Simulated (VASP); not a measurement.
# PbO2 (Fm-3m) in VASP: further runs

The runs below take PbO2 through single point, with r2SCAN.

Everything below comes from runs of VASP 6.6.1. Logs are shortened: lines on timing, memory, paths and dates and some standing lists are left out, and cuts for length are marked.

**1. The cell of the first run**

It takes space group Fm-3m (No. 225, cubic). The conventional cell has a = 5.153 Å, b = 5.153 Å, c = 5.153 Å, α = 90.00°, β = 90.00°, γ = 90.00°. Within 3.0 Å of Pb (site symmetry m-3m) lie 8 O at 2.23 Å. O (site symmetry -43m) has 4 Pb at 2.23 Å and 6 O at 2.58 Å within 3.0 Å.

**2. Single point, r2SCAN (volume scaled by 0.91)**

POSCAR

```
PbO2
1.0
    0.0000000000      2.5766084617      2.5766084617
    2.5766084617      0.0000000000      2.5766084617
    2.5766084617      2.5766084617      0.0000000000
Pb O
1 2
Direct
    0.0000000000      0.0000000000      0.0000000000
    0.2500000000      0.2500000000      0.2500000000
    0.7500000000      0.7500000000      0.7500000000
```

INCAR.step1

```
PREC = Accurate
ENCUT = 520
ISMEAR = 0
SIGMA = 0.1
LREAL = False
LASPH = True
NELM = 100
NBANDS = 20
GGA = PE
ALGO = Normal
EDIFF = 1E-4
LWAVE = True
LCHARG = False
```

INCAR.step2

```
PREC = Accurate
ENCUT = 520
EDIFF = 1E-6
ISMEAR = 0
SIGMA = 0.1
LREAL = False
LASPH = True
NELM = 100
ALGO = Normal
ISIF = 2
LWAVE = False
LCHARG = False
METAGGA = R2SCAN
LMIXTAU = True
NBANDS = 20
ISTART = 1
```

KPOINTS

```
regular mesh
0
Gamma
  14 14 14
```

Potentials or basis: VASP PAW PBE potentials, release 64 (Pb_d, O).

The run is started by

```console
$ cat potpaw_PBE.64/Pb_d/POTCAR potpaw_PBE.64/O/POTCAR > POTCAR
$ cp INCAR.step1 INCAR
$ mpirun -np 1 vasp_std > vasp.out
$ cp INCAR.step2 INCAR
$ mpirun -np 1 vasp_std > vasp.out
```

OUTCAR:

```text
PREC = Accurate
   ENCUT = 520
   EDIFF = 1E-6
   ISMEAR = 0
   LREAL = False
   LASPH = True
   NELM = 100
   ISIF = 2
   METAGGA = R2SCAN
   ISTART = 1

 ion  position               nearest neighbor table
   1  0.000  0.000  0.000-   2 2.23   3 2.23   3 2.23   3 2.23   3 2.23   2 2.23   2 2.23   2 2.23

   2  0.250  0.250  0.250-   1 2.23   1 2.23   1 2.23   1 2.23
   3  0.750  0.750  0.750-   1 2.23   1 2.23   1 2.23   1 2.23

  LATTYP: Found a face centered cubic cell.
 ALAT       =     5.1532169234

  Lattice vectors:

 A1 = (   0.0000000000,   2.5766084617,   2.5766084617)
 A2 = (   2.5766084617,   0.0000000000,   2.5766084617)
 A3 = (   2.5766084617,   2.5766084617,   0.0000000000)

Analysis of symmetry for initial positions (statically):
=====================================================================
 Subroutine PRICEL returns:
 Original cell was already a primitive cell.

 Routine SETGRP: Setting up the symmetry group for a
 face centered cubic supercell.

 Subroutine GETGRP returns: Found 48 space group operations
 (whereof 48 operations were pure point group operations)
 out of a pool of 48 trial point group operations.

The static configuration has the point symmetry O_h .

Analysis of symmetry for dynamics (positions and initial velocities):
=====================================================================
 Subroutine PRICEL returns:
 Original cell was already a primitive cell.

 Routine SETGRP: Setting up the symmetry group for a
 face centered cubic supercell.

 Subroutine GETGRP returns: Found 48 space group operations
 (whereof 48 operations were pure point group operations)
 out of a pool of 48 trial point group operations.

The dynamic configuration has the point symmetry O_h .

 Subroutine INISYM returns: Found 48 space group operations
 (whereof 48 operations are pure point group operations),
 and found     1 'primitive' translations

----------------------------------------------------------------------------------------

                                     Primitive cell

  volume of cell :      34.2117

  direct lattice vectors                    reciprocal lattice vectors
     0.000000000  2.576608462  2.576608462    -0.194053543  0.194053543  0.194053543
[... 78 lines left out ...]
 SYSTEM =  unknown system
   PREC   = accura    normal or accurate (medium, high low for compatibility)
   ISTART =      1    job   : 0-new  1-cont  2-samecut
   ICHARG =      0    charge: 1-file 2-atom 10-const
   ISPIN  =      1    spin polarized calculation?
   LNONCOLLINEAR =      F non collinear calculations
   LSORBIT =      F    spin-orbit coupling
   LASPH  =      T    aspherical Exc in radial PAW
   ENCUT  =  520.0 eV  38.22 Ry    6.18 a.u.   6.78  6.78  6.78*2*pi/ulx,y,z
   NELM   =    100;   NELMIN=  2; NELMDL=  0     # of ELM steps
   EDIFF  = 0.1E-05   stopping-criterion for ELM
   LREAL  =      F    real-space projection
   EDIFFG = 0.1E-04   stopping-criterion for IOM
   NSW    =      0    number of steps for IOM
   IBRION =     -1    ionic relax: 0-MD 1-quasi-New 2-CG
   NFREE  =      0    steps in history (QN), initial steepest desc. (CG)
   ISIF   =      2    stress and relaxation
   ISYM   =      2    0-nonsym 1-usesym 2-fastsym
   POTIM  = 0.5000    time-step for ionic-motion
   TEBEG  =    0.0;   TEEND  =   0.0 temperature during run
   PSTRESS=    0.0 pullay stress
   NELECT =      26.0000    total number of electrons
   NUPDOWN=      -1.0000    fix difference up-down
   EMIN   =  10.00;   EMAX   =-10.00  energy-range for DOS
   EFERMI =   0.00;   METHOD = LEGACY
   ISMEAR =     0;   SIGMA  =   0.10  broadening in eV -4-tet -1-fermi 0-gaus
   EFERMI_NEDOS =   21; number of points for ismear=-14 and -15
   IALGO  =     38    algorithm
   IMIX   =      4    mixing-type and parameters
     AMIX     =   0.40;   BMIX     =  1.00
     AMIX_MAG =   1.60;   BMIX_MAG =  1.00
  volume/ion in A,a.u.               =      11.40        76.96
  Fermi-wavevector in a.u.,A,eV,Ry     =   1.493966  2.823187 30.367331  2.231936
  Thomas-Fermi vector in A             =   2.606300
   LORBIT       =      0    0 simple, 1 ext, 2 COOP (PROOUT), +10 PAW based schemes
   METAGGA = R2SCAN    functional components
   LHFCALC =     F    Hartree Fock is set to
   AEXX    =    0.0000 exact exchange contribution
   IVDW    =     0    specifies the selected vdW correction
   LEPSILON=     F    determine dielectric tensor
   LRPA    =     F    only Hartree local field effects (RPA)
 non-spin polarized calculation
 Gauss-broadening in eV      SIGMA  =   0.10
  energy-cutoff  :      520.00
  volume of cell :       34.21
 maximum number of plane-waves:       941
   NGX = 13   NGY = 13   NGZ = 13

 number of electron      25.9999992 magnetization

 Free energy of the ion-electron system (eV)
  ---------------------------------------------------
  ext. energy  EPLUGINS =         0.00000000
  ---------------------------------------------------
  free energy    TOTEN  =       -70.55787999 eV

  energy without entropy =      -70.55668761  energy(sigma->0) =      -70.55728380

 E-fermi :   7.2879     XC(G=0): -12.7568

 val. band max:        7.2742110451   @ k =  -0.2857   0.5000   0.2143
 cond. band min:       7.7242750944   @ k =  -0.0714   0.0714   0.0000
 fundamental gap:      0.4500640493
 Fermi energy:         7.2878883644

 k-point     1 :       0.0000    0.0000    0.0000
  band No.  band energies     occupation
      1     -13.4803      2.00000
      2      -9.7820      2.00000
      3      -9.1758      2.00000
      4      -9.1758      2.00000
      5      -9.1758      2.00000
      6      -8.7167      2.00000
[... 541 lines left out ...]
     19      24.6057      0.00000
     20      25.7867      0.00000

 [... further k-points ...]
[... 5 lines left out ...]
  --------------------------------------------------------------------------------------
  -------------------------------------------------------------------------------------
  Total        4.5184900      4.5184900      4.5184900      0.0000000     -0.0000000     -0.0000000
  in kB      211.6063151    211.6063151    211.6063151      0.0000000     -0.0000000     -0.0000000
  external PRESSURE =     211.6063151 kB  Pullay stress =       0.0000000 kB

 VOLUME and BASIS-vectors are now :
 -----------------------------------------------------------------------------
  energy-cutoff  :      520.00
  volume of cell :       34.21
      direct lattice vectors                 reciprocal lattice vectors
     0.000000000  2.576608462  2.576608462    -0.194053543  0.194053543  0.194053543
     2.576608462  0.000000000  2.576608462     0.194053543 -0.194053543  0.194053543
     2.576608462  2.576608462  0.000000000     0.194053543  0.194053543 -0.194053543

 POSITION                                       TOTAL-FORCE (eV/Angst)
 -----------------------------------------------------------------------------------
      0.00000      0.00000      0.00000        -0.000000      0.000000     -0.000000
      1.28830      1.28830      1.28830         0.000000      0.000000      0.000000
      3.86491      3.86491      3.86491        -0.000000     -0.000000     -0.000000
 -----------------------------------------------------------------------------------
    total drift:                                0.000000     -0.000000      0.000000

  FREE ENERGIE OF THE ION-ELECTRON SYSTEM (eV)
  ---------------------------------------------------
  free  energy   TOTEN  =       -70.5578799914 eV

  energy  without entropy=      -70.5566876075  energy(sigma->0) =      -70.55728380
```

OSZICAR.step1:

```text
N       E                     dE             d eps       ncg     rms          rms(c)
DAV:   1     0.264348876728E+03    0.26435E+03   -0.13949E+04  4316   0.166E+03
DAV:   2     0.395334653295E+01   -0.26040E+03   -0.24751E+03  4448   0.434E+02
DAV:   3    -0.176755791190E+02   -0.21629E+02   -0.21345E+02  4904   0.131E+02
DAV:   4    -0.182458636090E+02   -0.57028E+00   -0.56976E+00  4760   0.210E+01
DAV:   5    -0.182623592441E+02   -0.16496E-01   -0.16494E-01  5548   0.376E+00    0.102E+01
DAV:   6    -0.151895711651E+02    0.30728E+01   -0.10936E+01  6252   0.473E+01    0.271E+00
DAV:   7    -0.152098842306E+02   -0.20313E-01   -0.57888E-01  4612   0.714E+00    0.174E+00
DAV:   8    -0.152055292136E+02    0.43550E-02   -0.11200E-01  4888   0.419E+00    0.670E-01
DAV:   9    -0.151979139412E+02    0.76153E-02   -0.24438E-02  6472   0.243E+00    0.908E-02
DAV:  10    -0.151986525375E+02   -0.73860E-03   -0.29777E-03  4496   0.374E-01    0.543E-02
DAV:  11    -0.151986475067E+02    0.50308E-05   -0.55516E-05  4056   0.688E-02
   1 F= -.15198648E+02 E0= -.15198044E+02  d E =-.120661E-02
```

Wall time 2.8 min (1 thread of Intel Xeon 6975P-C (Granite Rapids), shared host); peak memory 0.19 GiB.

What came out:

| Property | Result |
| --- | --- |
| Free energy | -70.5579 eV |
| Pressure | 21.2 GPa |
| Band gap on the k mesh | zero (band 13 reaches 7.27 eV, above the bottom of band 14 at 6.02 eV) |

Caveat: the PAW data sets were made with another functional, which shifts forces and pressure a little; spin-orbit coupling is left out, which moves the levels of the heavy elements.

**3. Single point, r2SCAN (volume scaled by 0.94)**

POSCAR

```
PbO2
1.0
    0.0000000000      2.6046172697      2.6046172697
    2.6046172697      0.0000000000      2.6046172697
    2.6046172697      2.6046172697      0.0000000000
Pb O
1 2
Direct
    0.0000000000      0.0000000000      0.0000000000
    0.2500000000      0.2500000000      0.2500000000
    0.7500000000      0.7500000000      0.7500000000
```

INCAR.step1

```
PREC = Accurate
ENCUT = 520
ISMEAR = 0
SIGMA = 0.1
LREAL = F
LASPH = T
NELM = 80
NBANDS = 20
GGA = PE
ALGO = Normal
EDIFF = 1E-4
LWAVE = T
LCHARG = F
```

INCAR.step2

```
PREC = Accurate
ENCUT = 520
EDIFF = 1E-6
ISMEAR = 0
SIGMA = 0.1
LREAL = F
LASPH = T
NELM = 80
ALGO = Normal
ISIF = 2
LWAVE = F
LCHARG = F
METAGGA = R2SCAN
LMIXTAU = T
NBANDS = 20
ISTART = 1
```

KPOINTS is that of step 2.

Potentials or basis: VASP PAW PBE potentials, release 64 (Pb_d, O).

The run is started by

```console
$ cat potpaw_PBE.64/Pb_d/POTCAR potpaw_PBE.64/O/POTCAR > POTCAR
$ cp INCAR.step1 INCAR
$ mpirun -np 1 vasp_std > vasp.out
$ cp INCAR.step2 INCAR
$ mpirun -np 1 vasp_std > vasp.out
```

Wall time 3 min (1 thread of Intel Xeon 6975P-C (Granite Rapids), shared host); peak memory 0.2 GiB.

The run converged. Its results:

```yaml
Free_energy: -70.6801 eV
Pressure: 13.3 GPa
Band_gap_on_the_k_mesh: zero (band 13 reaches 6.80 eV, above the bottom of band 14 at 5.30 eV)
```

Levels at points of the mesh, in eV from the Fermi level:
| k point | band 10 | band 11 | band 12 | band 13 | band 14 | band 15 | band 16 | band 17 |
| --- | --- | --- | --- | --- | --- | --- | --- | --- |
| (0.00, 0.00, 0.00) | -2.26 | -1.57 | -1.51 | -1.51 | -1.51 | 7.93 | 7.93 | 7.93 |
| (0.50, 0.00, 0.00) | -3.32 | -3.32 | -1.66 | -1.66 | 3.62 | 8.02 | 11.17 | 11.17 |
| (0.50, 0.50, 0.00) | -5.29 | -0.41 | -0.20 | -0.20 | 2.49 | 7.64 | 10.04 | 12.82 |

Caveat: the PAW data sets were made with another functional, which shifts forces and pressure a little; spin-orbit coupling is left out, which moves the levels of the heavy elements.

**4. Single point, r2SCAN (volume scaled by 0.97)**

POSCAR

```
PbO2
1.0
    0.0000000000      2.6320363086      2.6320363086
    2.6320363086      0.0000000000      2.6320363086
    2.6320363086      2.6320363086      0.0000000000
Pb O
1 2
Direct
    0.0000000000      0.0000000000      0.0000000000
    0.2500000000      0.2500000000      0.2500000000
    0.7500000000      0.7500000000      0.7500000000
```

INCAR.step1

```
PREC = Accurate
ENCUT = 520
ISMEAR = 0
SIGMA = 0.1
LREAL = False
LASPH = True
NELM = 60
NBANDS = 20
GGA = PE
ALGO = Normal
EDIFF = 1E-4
LWAVE = True
LCHARG = False
```

INCAR.step2

```
PREC = Accurate
ENCUT = 520
EDIFF = 1E-7
ISMEAR = 0
SIGMA = 0.1
LREAL = False
LASPH = True
NELM = 60
ALGO = Normal
ISIF = 2
LWAVE = False
LCHARG = False
METAGGA = R2SCAN
LMIXTAU = True
NBANDS = 20
ISTART = 1
```

KPOINTS

```
Automatic mesh
0
Gamma
  14 14 14
```

The run is started by

```console
$ cat potpaw_PBE.64/Pb_d/POTCAR potpaw_PBE.64/O/POTCAR > POTCAR
$ cp INCAR.step1 INCAR
$ mpirun -np 1 vasp_std > vasp.out
$ cp INCAR.step2 INCAR
$ mpirun -np 1 vasp_std > vasp.out
```

It took 3.3 min on 1 thread of Intel Xeon 6975P-C (Granite Rapids), shared host; peak memory 0.21 GiB.

Results (log left out):

```
Free energy            : -70.7513 eV
Pressure               : 6.6 GPa
Band gap on the k mesh : zero (band 13 reaches 6.35 eV, above the bottom of band 14 at 4.93 eV)
```

Levels at points of the mesh, in eV from the Fermi level:
```tsv
k point	band 10	band 11	band 12	band 13	band 14	band 15	band 16	band 17
(0.00, 0.00, 0.00)	-2.20	-1.86	-1.44	-1.44	-1.44	7.84	7.84	7.84
(0.50, 0.00, 0.00)	-3.17	-3.17	-1.61	-1.61	3.38	7.90	10.89	10.89
(0.50, 0.50, 0.00)	-5.07	-0.37	-0.19	-0.19	2.32	7.39	9.94	12.47
```

Caveat: the PAW data sets were made with another functional, which shifts forces and pressure a little; spin-orbit coupling is left out, which moves the levels of the heavy elements.

**5. Overview**

| cell | gap on the mesh (eV) | pressure (GPa) |
| --- | --- | --- |
| a = 3.644 Å, angles 60.0°, 3 atoms | none | 21.2 |
| a = 3.683 Å, angles 60.0°, 3 atoms | none | 13.3 |
| a = 3.722 Å, angles 60.0°, 3 atoms | none | 6.6 |

Alike in all rows: task single point; level r2SCAN; potentials or basis VASP PAW PBE potentials, release 64 (Pb_d, O); no spin polarisation; k mesh 14 × 14 × 14; cutoff (eV) 520; smearing gaussian 0.1 eV.

Caveats: the PAW data sets were made with another functional, which shifts forces and pressure a little; spin-orbit coupling is left out, which moves the levels of the heavy elements.

Absolute energies hang on the potentials; compare differences alone.
